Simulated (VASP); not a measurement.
Runs of VASP 6.6.1 on AlP. The structure is that of space group F-43m (No. 216), or close to it. The cells are those of the table. 

```tsv
task	level	cell	gap on the mesh (eV)	pressure (GPa)
relaxation of cell and atoms	PBE+D3(BJ)	relaxed from a = 3.854 Å, angles 60.0°, 2 atoms	1.57	0.0
single point	PBE+D3(BJ)	a = 3.855 Å, angles 60.0°, 2 atoms	1.57	-0.1
single point	RPBE	a = 3.920 Å, angles 60.0°, 2 atoms	1.75	(a)
single point	PBE	a = 3.894 Å, angles 60.0°, 2 atoms	1.63	0.0
relaxation of cell and atoms	RPBE	relaxed from a = 3.854 Å, angles 60.0°, 2 atoms	1.75	0.0
```

Alike in all rows: potentials or basis VASP PAW PBE potentials, release 64 (Al, P); no spin polarisation; k mesh 8 × 8 × 8; cutoff (eV) 500; smearing gaussian 0.01 eV.

Q: Estimate the missing entries.

A: (a) -0.2.

Caveats: the PAW data sets were made with another functional, which shifts forces and pressure a little (some runs); the relaxation stopped at its first step, so nothing moved (some runs).

A k mesh can miss the band edges.
